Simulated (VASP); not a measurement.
Here is a VASP 6.6.1 calculation.

File INCAR:

```
SYSTEM = PbO3
ALGO = Normal
EDIFF = 1E-7
ENCUT = 520
GGA = PE
ISIF = 2
ISMEAR = -1
LASPH = .TRUE.
LCHARG = .TRUE.
LELF = .TRUE.
LREAL = .FALSE.
LVHAR = .TRUE.
LWAVE = .FALSE.
NBANDS = 24
NELM = 80
PREC = Accurate
SIGMA = 0.06122561905347299
```

Contents of KPOINTS:

```
k-points
0
G
  13 13 13
  0 0 0
```

Contents of POSCAR:

```
PbO3
1.0
    4.2962269940      0.0000000000      0.0000000000
    0.0000000000      4.2962269940      0.0000000000
    0.0000000000      0.0000000000      4.2962269940
Pb O
1 3
Direct
    0.0000000000      0.0000000000      0.0000000000
    0.5000000000      0.0000000000      0.0000000000
    0.0000000000      0.5000000000      0.0000000000
    0.0000000000      0.0000000000      0.5000000000
```

Potentials or basis: VASP PAW PBE potentials, release 64 (Pb_d, O).

The run is started by

```sh
$ cat potpaw_PBE.64/Pb_d/POTCAR potpaw_PBE.64/O/POTCAR > POTCAR
$ mpirun -np 1 vasp_std > vasp.out
```

(1) Predict the band gap on the k mesh.

(2) Predict the pressure.

Answers

(1) zero (bands 16 and 17 overlap by 0.68 eV).

(2) 0.0 GPa.

Caveat: semilocal functionals underestimate gaps, so a narrow gap can read as zero; spin-orbit coupling is left out, which moves the levels of the heavy elements.
